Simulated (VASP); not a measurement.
A run of VASP 6.6.1:

The input POSCAR:

```
MoS2
1.0
    3.1710519965      0.0000000000      0.0000000000
   -1.5855259982      2.7462115857      0.0000000000
    0.0000000000      0.0000000000      6.8096889090
Mo S
1 2
Direct
    0.0000000000      0.0000000000      0.0000000000
    0.3333333333      0.6666666667      0.2285702679
    0.3333333333      0.6666666667      0.7714297321
```

The input INCAR.step1:

```
PREC     = Accurate       # precision mode
ENCUT    = 520            # plane-wave cutoff, eV
ISMEAR   = 0              # smearing method
SIGMA    = 0.01           # smearing width, eV
LREAL    = False          # projectors in reciprocal space
LASPH    = True           # aspherical terms in the spheres
NELM     = 100            # most SCF steps
NBANDS   = 20             # bands
GGA      = PE             # functional
ALGO     = Normal         # electronic algorithm
EDIFF    = 1E-4           # SCF threshold, eV
LWAVE    = True           # write WAVECAR
LCHARG   = False          # write CHGCAR
```

INCAR.step2

```
PREC     = Accurate       # precision mode
ENCUT    = 520            # plane-wave cutoff, eV
EDIFF    = 1E-6           # SCF threshold, eV
ISMEAR   = 0              # smearing method
SIGMA    = 0.01           # smearing width, eV
LREAL    = False          # projectors in reciprocal space
LASPH    = True           # aspherical terms in the spheres
NELM     = 100            # most SCF steps
ALGO     = Normal         # electronic algorithm
ISIF     = 2              # what is computed and relaxed
LWAVE    = False          # write WAVECAR
LCHARG   = True           # write CHGCAR
METAGGA  = R2SCAN         # meta-GGA
LMIXTAU  = True         
LELF     = True           # ELF
LVHAR    = True         
NBANDS   = 20             # bands
ISTART   = 1
```

File KPOINTS:

```
Automatic mesh
0
Gamma
  6 6 2
```

Potentials or basis: VASP PAW PBE potentials, release 64 (Mo_sv, S).

Command:

```console
$ cat potpaw_PBE.64/Mo_sv/POTCAR potpaw_PBE.64/S/POTCAR > POTCAR
$ cp INCAR.step1 INCAR
$ mpirun -np 1 vasp_std > vasp.out
$ cp INCAR.step2 INCAR
$ mpirun -np 1 vasp_std > vasp.out
```

Hardware: 1 thread of Intel Xeon 6975P-C, with other jobs on the host.

Estimate the wall time of this run.

It took 55 s on 1 thread of Intel Xeon 6975P-C, on a shared host, peak memory 0.18 GiB. Counts: k points 14.
